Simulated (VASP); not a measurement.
Input of a VASP 6.6.1 run:

INCAR

```
PREC     = Accurate       # precision mode
ENCUT    = 520            # plane-wave cutoff, eV
EDIFF    = 1E-6           # SCF threshold, eV
ISMEAR   = 0              # smearing method
SIGMA    = 0.15           # smearing width, eV
LREAL    = False          # projectors in reciprocal space
LASPH    = True           # aspherical terms in the spheres
NELM     = 80             # most SCF steps
ALGO     = Normal         # electronic algorithm
ISIF     = 2              # what is computed and relaxed
LWAVE    = False          # write WAVECAR
LCHARG   = False          # write CHGCAR
GGA      = PS             # functional
NBANDS   = 36             # bands
```

The input KPOINTS:

```
regular mesh
0
Gamma
  12 12 8
```

File POSCAR:

```
Ge
1.0
    3.8770588283      0.0000000000      0.0000000000
   -1.9385294141      3.3576314372      0.0000000000
    0.0000000000      0.0000000000      6.6953106100
Ge
4
Direct
    0.6666666667      0.3333333333      0.0629118565
    0.3333333333      0.6666666667      0.5629118565
    0.6666666667      0.3333333333      0.4370881435
    0.3333333333      0.6666666667      0.9370881435
```

Potentials or basis: VASP PAW PBE potentials, release 64 (Ge_d).

Command:

```bash
$ cat potpaw_PBE.64/Ge_d/POTCAR > POTCAR
$ mpirun -np 1 vasp_std > vasp.out
```

Question: What does it give for the largest force?

Answer: 0.457 eV/Å.

Question: Predict the band gap on the k mesh.

Answer: Zero (band 28 reaches 5.44 eV, above the bottom of band 29 at 5.42 eV).

Question: Predict the pressure.

Answer: 3.6 GPa.

Forces on the atoms (eV/Å):
```
Ge   0.000  0.000  0.457
Ge   0.000  0.000  0.457
Ge   0.000  0.000 -0.457
Ge   0.000  0.000 -0.457
```

Caveat: the cell differs from its parent crystal (strain -0.030 along x and y, +0.015 along z); the PAW data sets were made with another functional, which shifts forces and pressure a little.
